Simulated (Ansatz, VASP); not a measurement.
# One calculation of HfGe3, two programs

Contents of INCAR:

```
PREC = Accurate
ENCUT = 520
EDIFF = 1E-6
ISMEAR = 0
SIGMA = 0.05
LREAL = False
LASPH = True
NELM = 60
ALGO = Normal
ISIF = 2
LWAVE = False
LCHARG = False
GGA = PE
NBANDS = 34
```

KPOINTS

```
Automatic mesh
0
Gamma
  8 8 8
```

The input POSCAR:

```
HfGe3
1.0
    4.2171351063      0.0000000000      0.0000000000
    0.0000000000      4.2171351063      0.0000000000
    0.0000000000      0.0000000000      4.2171351063
Hf Ge
1 3
Direct
    0.0000000000      0.0000000000      0.0000000000
    0.0000000000      0.5000000000      0.5000000000
    0.5000000000      0.5000000000      0.0000000000
    0.5000000000      0.0000000000      0.5000000000
```

Input for Ansatz:

```yaml
crystal:
  lattice:
    - [4.2171351063, 0.0, 0.0]
    - [0.0, 4.2171351063, 0.0]
    - [0.0, 0.0, 4.2171351063]
  atoms:
    - { symbol: Hf, position: [0.0, 0.0, 0.0] }
    - { symbol: Ge, position: [0.0, 0.5, 0.5] }
    - { symbol: Ge, position: [0.5, 0.5, 0.0] }
    - { symbol: Ge, position: [0.5, 0.0, 0.5] }
basis:
  ecutwfc: 420
  ecutrho_ratio: 4
kpoints:
  mp_grid: { grid: [8, 8, 8] }
hamiltonian:
  xc: pbe
scf:
  occupations: { method: gaussian, width: 0.05 }
output:
  forces: true
  stress: true
  eigenvalues: true
```

Alike in both runs: task single point; functional PBE; k mesh 8 × 8 × 8; occupations gaussian, width 0.05 eV; no spin polarisation.

|  | VASP | Ansatz |
| --- | --- | --- |
| version | VASP 6.6.1 | Ansatz 0.2.0 |
| potentials or method | VASP PAW PBE potentials, release 64 (Hf_pv, Ge_d), cutoff 520 eV | scalar-relativistic, plane waves, PAW |
| valence electrons in the cell | 52 | 68 |

```csv
,VASP,Ansatz,Ansatz less VASP
gap on the k mesh at the Fermi level (eV),none,none,-
pressure (GPa),-2.0,-1.7,+0.26
```

A gap of «none» marks a metal or a gap that the smearing closes. The functional is the same, so the differences come from potentials, cutoffs and numerics. VASP's potentials hold 52 valence electrons a cell and Ansatz's 68, so a difference there can come from the potentials and not from the codes.

Spin-orbit coupling is off throughout.
